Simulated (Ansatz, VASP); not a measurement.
SrO in VASP and in Ansatz

```
Sr O
1.0
     0.00000    2.58015    2.58015
     2.58015    0.00000    2.58015
     2.58015    2.58015    0.00000
Sr O
1 1
Direct
  0.01399 0.01399 0.01399
  0.50000 0.50000 0.50000
```

Change from the starting cell: all Sr atoms moved +0.125 Å, as atom 1 along Cartesian [1 1 1].

Alike in both runs: task single point; functional r2SCAN; k mesh 8 × 8 × 8; occupations gaussian, width 0.05 eV; no spin polarisation.

|  | VASP | Ansatz |
| --- | --- | --- |
| version | VASP 6.6.1 | Ansatz 0.2.0 |
| potentials or method | VASP PAW PBE potentials, release 64 (Sr_sv, O), cutoff 520 eV | scalar-relativistic, plane waves, PAW |
| valence electrons in the cell | 16 | 16 |

```csv
,VASP,Ansatz,Ansatz less VASP
gap on the k mesh at the Fermi level (eV),3.87,3.92,+0.050
least direct gap on the mesh (eV),3.94,3.98,+0.038
pressure (GPa),0.9,0.4,-0.52
"traceless stress, the component that is largest in VASP (GPa)",-0.09,-0.08,+0.008
rms of the force components (eV/Å),0.178,0.167,-0.0105
```

VASP's potentials were made for PBE, not for r2SCAN. Atom by atom the forces differ by 0.010 eV/Å (rms over components). The functional is the same, so the differences come from potentials, cutoffs and numerics.
